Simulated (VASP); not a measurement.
# Rh (P6_3/mmc) in VASP: single point with r2SCAN

Aim: the single point of Rh with r2SCAN.

Everything below comes from runs of VASP 6.6.1. Logs are shortened: lines on timing, memory, paths and dates and some standing lists are left out, and cuts for length are marked.

## (1) The cell of the first run

The structure is hexagonal, space group P6_3/mmc (No. 194). The conventional cell has a = 2.731 Å, b = 2.731 Å, c = 4.428 Å, α = 90.00°, β = 90.00°, γ = 120.00°. Within 3.6 Å of Rh (site symmetry -6m2) lie 12 Rh at 2.72 to 2.73 Å.

This isn't the form of Rh at room conditions, which is fcc.

## (2) Single point, r2SCAN

POSCAR reads:

```
Rh
1.0
    2.7309790000      0.0000000000      0.0000000000
   -1.3654900000      2.3650970000      0.0000000000
    0.0000000000      0.0000000000      4.4284890000
Rh
2
Direct
    0.6666666667      0.3333333333      0.7500000000
    0.3333333333      0.6666666667      0.2500000000
```

INCAR.step1 reads:

```
SYSTEM = Rh
  PREC = Accurate
  ENCUT = 680
  ISMEAR = -1
  SIGMA = 0.1
  LREAL = .False.
  LASPH = .True.
  NELM = 120
  NBANDS = 24
  GGA = PE
  ALGO = Normal
  EDIFF = 1E-5
  LWAVE = .True.
  LCHARG = .False.
  GGA_COMPAT = .False.
```

INCAR.step2 reads:

```
SYSTEM = Rh
  PREC = Accurate
  ENCUT = 680
  EDIFF = 1E-6
  ISMEAR = -1
  SIGMA = 0.1
  LREAL = .False.
  LASPH = .True.
  NELM = 120
  ALGO = Normal
  ISIF = 2
  LWAVE = .False.
  LCHARG = .False.
  METAGGA = R2SCAN
  LMIXTAU = .True.
  NBANDS = 24
  ISTART = 1
  GGA_COMPAT = .False.
```

KPOINTS reads:

```
regular mesh
0
Gamma
  5 5 3
  0 0 0
```

Potentials or basis: VASP PAW PBE potentials, release 64 (Rh_sv_GW).

Started as:

```
$ cat potpaw_PBE.64/Rh_sv_GW/POTCAR > POTCAR
$ cp INCAR.step1 INCAR
$ mpirun -np 1 vasp_std > vasp.out
$ cp INCAR.step2 INCAR
$ mpirun -np 1 vasp_std > vasp.out
```

OUTCAR:

```text
SYSTEM = Rh
   PREC = Accurate
   ENCUT = 680
   EDIFF = 1E-6
   ISMEAR = -1
   LREAL = .False.
   LASPH = .True.
   NELM = 120
   ISIF = 2
   METAGGA = R2SCAN
   ISTART = 1

 ion  position               nearest neighbor table
   1  0.667  0.333  0.750-
   2  0.333  0.667  0.250-

  LATTYP: Found a hexagonal cell.
 ALAT       =     2.7309790000
 C/A-ratio  =     1.6215756328

  Lattice vectors:

 A1 = (   2.7309790000,   0.0000000000,   0.0000000000)
 A2 = (  -1.3654900000,   2.3650970000,   0.0000000000)
 A3 = (   0.0000000000,   0.0000000000,   4.4284890000)

Analysis of symmetry for initial positions (statically):
=====================================================================
 Subroutine PRICEL returns:
 Original cell was already a primitive cell.

 Routine SETGRP: Setting up the symmetry group for a
 hexagonal supercell.

 Subroutine GETGRP returns: Found 24 space group operations
 (whereof 12 operations were pure point group operations)
 out of a pool of 24 trial point group operations.

The static configuration has the point symmetry D_3d.
 The point group associated with its full space group is D_6h.

Analysis of symmetry for dynamics (positions and initial velocities):
=====================================================================
 Subroutine PRICEL returns:
 Original cell was already a primitive cell.

 Routine SETGRP: Setting up the symmetry group for a
 hexagonal supercell.

 Subroutine GETGRP returns: Found 24 space group operations
 (whereof 12 operations were pure point group operations)
 out of a pool of 24 trial point group operations.

The dynamic configuration has the point symmetry D_3d.
 The point group associated with its full space group is D_6h.

 Subroutine INISYM returns: Found 24 space group operations
 (whereof 12 operations are pure point group operations),
 and found     1 'primitive' translations

----------------------------------------------------------------------------------------

                                     Primitive cell

  volume of cell :      28.6037

  direct lattice vectors                    reciprocal lattice vectors
     2.730979000  0.000000000  0.000000000     0.366169055  0.211407897  0.000000000
    -1.365490000  2.365097000  0.000000000     0.000000000  0.422815639  0.000000000
     0.000000000  0.000000000  4.428489000     0.000000000  0.000000000  0.225810655

  length of vectors
     2.730979000  2.730979084  4.428489000     0.422815652  0.422815639  0.225810655

  position of ions in fractional coordinates (direct lattice)
     0.666666667  0.333333333  0.750000000
     0.333333333  0.666666667  0.250000000

  ion indices of the primitive-cell ions
   primitive index   ion index
                 1           1
                 2           2

----------------------------------------------------------------------------------------

 KPOINTS: regular mesh

Automatic generation of k-mesh.
 Grid dimensions read from file:
 generate k-points for:    5    5    3

 Generating k-lattice:

  Cartesian coordinates                     Fractional coordinates (reciprocal lattice)
     0.073233811  0.042281579  0.000000000     0.200000000  0.000000000  0.000000000
     0.000000000  0.084563128  0.000000000     0.000000000  0.200000000  0.000000000
     0.000000000  0.000000000  0.075270218     0.000000000  0.000000000  0.333333333

  Length of vectors
     0.084563130  0.084563128  0.075270218

  Shift w.r.t. Gamma in fractional coordinates (k-lattice)
     0.000000000  0.000000000  0.000000000

 Subroutine IBZKPT returns following result:
 ===========================================

 Found     10 irreducible k-points:

 Following reciprocal coordinates:
            Coordinates               Weight
  0.000000  0.000000  0.000000      1.000000
  0.200000  0.000000  0.000000      6.000000
  0.400000  0.000000  0.000000      6.000000
  0.200000  0.200000  0.000000      6.000000
  0.400000  0.200000  0.000000      6.000000
  0.000000  0.000000  0.333333      2.000000
  0.200000  0.000000  0.333333     12.000000
  0.400000  0.000000  0.333333     12.000000
  0.200000  0.200000  0.333333     12.000000
  0.400000  0.200000  0.333333     12.000000
   k-points           NKPTS =     10   k-points in BZ     NKDIM =     10   number of bands    NBANDS=     24
   number of dos      NEDOS =    301   number of ions     NIONS =      2
   total plane-waves  NPLWV =  23040
   dimension x,y,z NGX =    24 NGY =   24 NGZ =   40
   dimension x,y,z NGXF=    48 NGYF=   48 NGZF=   80
   ions per type =               2
   NGX,Y,Z   is equivalent  to a cutoff of  14.61, 14.61, 15.02 a.u.
   NGXF,Y,Z  is equivalent  to a cutoff of  29.22, 29.22, 30.03 a.u.
 SYSTEM =  Rh
   PREC   = accura    normal or accurate (medium, high low for compatibility)
   ISTART =      1    job   : 0-new  1-cont  2-samecut
   ICHARG =      0    charge: 1-file 2-atom 10-const
   ISPIN  =      1    spin polarized calculation?
   LNONCOLLINEAR =      F non collinear calculations
   LSORBIT =      F    spin-orbit coupling
   LASPH  =      T    aspherical Exc in radial PAW
   ENCUT  =  680.0 eV  49.98 Ry    7.07 a.u.   5.81  5.81  9.42*2*pi/ulx,y,z
   NELM   =    120;   NELMIN=  2; NELMDL=  0     # of ELM steps
   EDIFF  = 0.1E-05   stopping-criterion for ELM
   LREAL  =      F    real-space projection
[... 7 lines left out ...]
   TEBEG  =    0.0;   TEEND  =   0.0 temperature during run
   PSTRESS=    0.0 pullay stress
   NELECT =      34.0000    total number of electrons
   NUPDOWN=      -1.0000    fix difference up-down
   EMIN   =  10.00;   EMAX   =-10.00  energy-range for DOS
   EFERMI =   0.00;   METHOD = LEGACY
   ISMEAR =    -1;   SIGMA  =   0.10  broadening in eV -4-tet -1-fermi 0-gaus
   EFERMI_NEDOS =   21; number of points for ismear=-14 and -15
   IALGO  =     38    algorithm
   IMIX   =      4    mixing-type and parameters
     AMIX     =   0.40;   BMIX     =  1.00
     AMIX_MAG =   1.60;   BMIX_MAG =  1.00
  volume/ion in A,a.u.               =      14.30        96.51
  Fermi-wavevector in a.u.,A,eV,Ry     =   1.734177  3.277120 40.917767  3.007371
  Thomas-Fermi vector in A             =   2.808023
   LORBIT       =      0    0 simple, 1 ext, 2 COOP (PROOUT), +10 PAW based schemes
   METAGGA = R2SCAN    functional components
   LHFCALC =     F    Hartree Fock is set to
   AEXX    =    0.0000 exact exchange contribution
   IVDW    =     0    specifies the selected vdW correction
   LEPSILON=     F    determine dielectric tensor
   LRPA    =     F    only Hartree local field effects (RPA)
 non-spin polarized calculation
  energy-cutoff  :      680.00
  volume of cell :       28.60
 maximum number of plane-waves:      1166
 NGX is ok and might be reduce to    24
   NGX = 11   NGY = 11   NGZ = 19

 number of electron      33.9999995 magnetization

 Free energy of the ion-electron system (eV)
  ---------------------------------------------------
  ext. energy  EPLUGINS =         0.00000000
  ---------------------------------------------------
  free energy    TOTEN  =       -46.33067031 eV

  energy without entropy =      -46.16996378  energy(sigma->0) =      -46.25031705

 E-fermi :  10.2906     XC(G=0): -14.9381

 val. band max:       10.2584004509   @ k =   0.4000   0.2000   0.3333
 cond. band min:      10.3355013378   @ k =   0.4000   0.0000   0.3333
 fundamental gap:      0.0771008869
 Fermi energy:        10.2906093064

 k-point     1 :       0.0000    0.0000    0.0000
  band No.  band energies     occupation
      1     -70.8732      2.00000
      2     -70.7661      2.00000
      3     -38.2284      2.00000
      4     -37.6827      2.00000
      5     -37.6827      2.00000
      6     -37.5834      2.00000
[... 16 lines left out ...]
     23      28.7601      0.00000
     24      29.3147      0.00000

 k-point     2 :       0.2000    0.0000    0.0000
  band No.  band energies     occupation
      1     -70.8412      2.00000
      2     -70.7521      2.00000
      3     -38.1466      2.00000
      4     -37.8593      2.00000
      5     -37.7632      2.00000
      6     -37.7382      2.00000
[... 16 lines left out ...]
     23      28.8183      0.00000
     24      29.0615      0.00000

 k-point     3 :       0.4000    0.0000    0.0000
  band No.  band energies     occupation
      1     -70.7828      2.00000
      2     -70.7357      2.00000
      3     -38.1460      2.00000
      4     -38.0409      2.00000
      5     -37.9717      2.00000
      6     -37.8230      2.00000
[... 16 lines left out ...]
     23      24.4288      0.00000
     24      25.5997      0.00000

 k-point     4 :       0.2000    0.2000    0.0000
  band No.  band energies     occupation
      1     -70.7952      2.00000
      2     -70.7375      2.00000
      3     -38.0137      2.00000
      4     -38.0109      2.00000
      5     -38.0050      2.00000
      6     -37.8123      2.00000
[... 16 lines left out ...]
     23      22.3785      0.00000
     24      27.0287      0.00000

 k-point     5 :       0.4000    0.2000    0.0000
  band No.  band energies     occupation
      1     -70.7585      2.00000
      2     -70.7367      2.00000
      3     -38.1402      2.00000
      4     -38.0340      2.00000
      5     -37.9310      2.00000
      6     -37.8780      2.00000
[... 16 lines left out ...]
     23      22.7514      0.00000
     24      25.0061      0.00000

 k-point     6 :       0.0000    0.0000    0.3333
  band No.  band energies     occupation
      1     -70.8466      2.00000
      2     -70.7931      2.00000
      3     -38.0579      2.00000
      4     -37.7090      2.00000
      5     -37.6580      2.00000
      6     -37.6580      2.00000
[... 16 lines left out ...]
     23      27.6560      0.00000
     24      29.4810      0.00000

 k-point     7 :       0.2000    0.0000    0.3333
  band No.  band energies     occupation
      1     -70.8190      2.00000
      2     -70.7745      2.00000
      3     -38.0491      2.00000
      4     -37.8596      2.00000
      5     -37.7866      2.00000
      6     -37.7072      2.00000
[... 16 lines left out ...]
     23      27.6919      0.00000
     24      28.2443      0.00000

 k-point     8 :       0.4000    0.0000    0.3333
  band No.  band energies     occupation
      1     -70.7710      2.00000
      2     -70.7474      2.00000
      3     -38.1983      2.00000
      4     -38.1321      2.00000
      5     -37.8135      2.00000
      6     -37.7839      2.00000
[... 16 lines left out ...]
     23      25.5222      0.00000
     24      26.4879      0.00000

 k-point     9 :       0.2000    0.2000    0.3333
  band No.  band energies     occupation
      1     -70.7808      2.00000
      2     -70.7520      2.00000
      3     -38.1074      2.00000
      4     -38.0536      2.00000
      5     -37.8283      2.00000
      6     -37.8237      2.00000
[... 16 lines left out ...]
     23      24.6962      0.00000
     24      25.9389      0.00000

 k-point    10 :       0.4000    0.2000    0.3333
  band No.  band energies     occupation
      1     -70.7530      2.00000
      2     -70.7421      2.00000
      3     -38.1747      2.00000
      4     -38.1268      2.00000
      5     -37.9415      2.00000
      6     -37.8545      2.00000
[... 16 lines left out ...]
     23      21.8061      0.00000
     24      24.7924      0.00000

------------------------ aborting loop because EDIFF is reached ----------------------------------------

  FORCE on cell =-STRESS in cart. coord.  units (eV):
  Direction    XX          YY          ZZ          XY          YZ          ZX
  --------------------------------------------------------------------------------------
  -------------------------------------------------------------------------------------
  Total       -1.0569772     -1.0569770     -1.4446645      0.0000002      0.0000000     -0.0000000
  in kB      -59.2043093    -59.2042997    -80.9197813      0.0000125      0.0000000     -0.0000000
  external PRESSURE =     -66.4427968 kB  Pullay stress =       0.0000000 kB

 VOLUME and BASIS-vectors are now :
 -----------------------------------------------------------------------------
  energy-cutoff  :      680.00
  volume of cell :       28.60
      direct lattice vectors                 reciprocal lattice vectors
     2.730979000  0.000000000  0.000000000     0.366169055  0.211407897  0.000000000
    -1.365490000  2.365097000  0.000000000     0.000000000  0.422815639  0.000000000
     0.000000000  0.000000000  4.428489000     0.000000000  0.000000000  0.225810655

 POSITION                                       TOTAL-FORCE (eV/Angst)
 -----------------------------------------------------------------------------------
      1.36549      0.78837      3.32137        -0.000000     -0.000000      0.000000
     -0.00000      1.57673      1.10712         0.000000      0.000000      0.000000
 -----------------------------------------------------------------------------------
    total drift:                                0.000000     -0.000000      0.000000

  FREE ENERGIE OF THE ION-ELECTRON SYSTEM (eV)
  ---------------------------------------------------
  free  energy   TOTEN  =       -46.3306703120 eV

  energy  without entropy=      -46.1699637834  energy(sigma->0) =      -46.25031705
```

Run time: 66 s. Hardware: 1 thread of Intel Xeon Platinum 8488C (Sapphire Rapids), shared host; peak memory 0.17 GiB.

Results:

```yaml
Free_energy: -46.3307 eV
Pressure: -6.6 GPa
Band_gap_on_the_k_mesh: zero (bands 17 and 18 overlap by 1.87 eV)
```

Levels at points of the mesh, in eV from the Fermi level:
```tsv
k point	band 14	band 15	band 16	band 17	band 18	band 19	band 20	band 21
(0.00, 0.00, 0.00)	-2.58	-2.58	-1.94	-1.94	0.05	0.05	0.78	8.54
```

Caveat: the k points lie up to 0.53 Å⁻¹ apart, too coarse for converged energies and pressures of a metal; the PAW data sets were made with another functional, which shifts forces and pressure a little.

The gap in the log of VASP goes by the Fermi energy; the results here count the filled bands.